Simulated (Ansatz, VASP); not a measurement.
# Tc: VASP beside Ansatz

File INCAR:

```
PREC = Accurate ; ENCUT = 520
EDIFF = 1E-8 ; ISMEAR = -1
SIGMA = 0.03 ; LREAL = False
LASPH = True ; NELM = 80
ALGO = Normal ; ISIF = 2
LWAVE = False ; LCHARG = False
GGA = PS ; LEFG = True
NBANDS = 12
```

File KPOINTS:

```
regular mesh
0
Gamma
  18 18 18
```

The input POSCAR:

```
Tc
1.0
    0.0000000000      1.9305000000      1.9500000000
    1.9305000000      0.0000000000      1.9500000000
    1.9305000000      1.9305000000      0.0000000000
Tc
1
Direct
    0.0000000000      0.0000000000      0.0000000000
```

Input for Ansatz:

```yaml
crystal:
  lattice:
    - [0.0, 1.9305, 1.95]
    - [1.9305, 0.0, 1.95]
    - [1.9305, 1.9305, 0.0]
  atoms:
    - { symbol: Tc, position: [0.0, 0.0, 0.0] }
kpoints:
  mp_grid: { grid: [18, 18, 18] }
scf:
  occupations: { method: fermi_dirac, width: 0.03 }
hamiltonian:
  xc: pbesol
  pseudopotentials: { kind: all_electron, datasets: crystal }
output:
  forces: true
  stress: true
  eigenvalues: true
  efg: { contact_densities: true }
```

Change from the starting cell: equal xx and yy strain of -1 %, crystal datasets.

Alike in both runs: task electric field gradients; functional PBEsol; k mesh 18 × 18 × 18; occupations fermi-dirac, width 0.03 eV; no spin polarisation.

|  | VASP | Ansatz |
| --- | --- | --- |
| version | VASP 6.6.1 | Ansatz 0.2.0 |
| potentials or method | VASP PAW PBE potentials, release 64 (Tc_pv), cutoff 520 eV | all-electron PAW with datasets made for the crystal, scalar-relativistic |

```tsv
	VASP	Ansatz	Ansatz less VASP
pressure (GPa)	-10.4	-9.8	+0.65
traceless stress, the component that is largest in VASP (GPa)	-1.44	-1.45	-0.005
size of Vzz on the site where it differs most (V/Å²)	1.6	1.7	+0.03
```

VASP's potentials were made for PBE, not for PBEsol. Ansatz ran all-electron here, and VASP with PAW potentials.
